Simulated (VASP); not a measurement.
Set up this calculation in VASP 6.6.1, as the native input.

| Quantity | Value |
| --- | --- |
| Task | single point |
| Functional | HSE06 |
| Potentials or basis | VASP PAW PBE potentials, release 64 (Pb_d, S) |
| Cutoff | 520 eV |
| k mesh | 4 × 4 × 2 |
| Occupations | gaussian, width 0.01 eV |
| Spin | no spin polarisation |
| Dipole correction | no |
| Grid for exact exchange (PRECFOCK) | Normal |
| Further INCAR settings | ALGO = Normal; EDIFF = 1e-06; NBANDS = 28 |
| Share of exact exchange | 0.25 |
| Screening parameter | 0.2079 1/Å |

Crystal: PbS.

```
CELL_PARAMETERS angstrom
2.95469 -2.96891 0.28851
2.95469 2.96891 0.28851
-0.58357 0.00000 5.92619
ATOMIC_POSITIONS crystal
Pb 0.74998 0.74998 0.75000
Pb 0.25002 0.25002 0.25000
S 0.25008 0.25008 0.75003
S 0.74992 0.74992 0.24997
```

These files were run (other wordings do the same):

POSCAR

```
PbS
1.0
    2.9546857060     -2.9689146782      0.2885111679
    2.9546857060      2.9689146782      0.2885111679
   -0.5835654437      0.0000000000      5.9261898233
Pb S
2 2
Direct
    0.7499848511      0.7499848511      0.7500022177
    0.2500151489      0.2500151489      0.2499977823
    0.2500793338      0.2500793338      0.7500269652
    0.7499206662      0.7499206662      0.2499730348
```

INCAR.step1

```
SYSTEM = PbS
ALGO = Normal
EDIFF = 1E-5
ENCUT = 520
GGA = PE
ISIF = 2
ISMEAR = 0
LASPH = .TRUE.
LREAL = .FALSE.
LWAVE = .TRUE.
NBANDS = 28
NELM = 60
PREC = Accurate
SIGMA = 0.01
```

INCAR.step2

```
SYSTEM = PbS
ALGO = Normal
EDIFF = 1E-6
ENCUT = 520
GGA = PE
HFSCREEN = 0.2079
ISIF = 2
ISMEAR = 0
ISTART = 1
LASPH = .TRUE.
LCHARG = .TRUE.
LELF = .TRUE.
LHFCALC = .TRUE.
LREAL = .FALSE.
LVHAR = .TRUE.
LWAVE = .FALSE.
NBANDS = 28
NELM = 60
PREC = Accurate
PRECFOCK = Normal
SIGMA = 0.01
```

KPOINTS

```
k-points
0
G
  4 4 2
  0 0 0
```

Potentials or basis: VASP PAW PBE potentials, release 64 (Pb_d, S).

Command:

```console
$ cat potpaw_PBE.64/Pb_d/POTCAR potpaw_PBE.64/S/POTCAR > POTCAR
$ cp INCAR.step1 INCAR
$ mpirun -np 1 vasp_std > vasp.out
$ cp INCAR.step2 INCAR
$ mpirun -np 1 vasp_std > vasp.out
```

Results of the run:

* Pressure: 1.7 GPa
* Band gap on the k mesh: 0.84 eV

Caveat: the k points lie up to 0.53 Å⁻¹ apart; the PAW data sets were made with another functional, which shifts forces and pressure a little; spin-orbit coupling is left out, which moves the levels of the heavy elements.

Wall time 46 min on 1 thread of Oxide Virtual Turin-like Processor, on a shared host, peak memory 0.33 GiB.
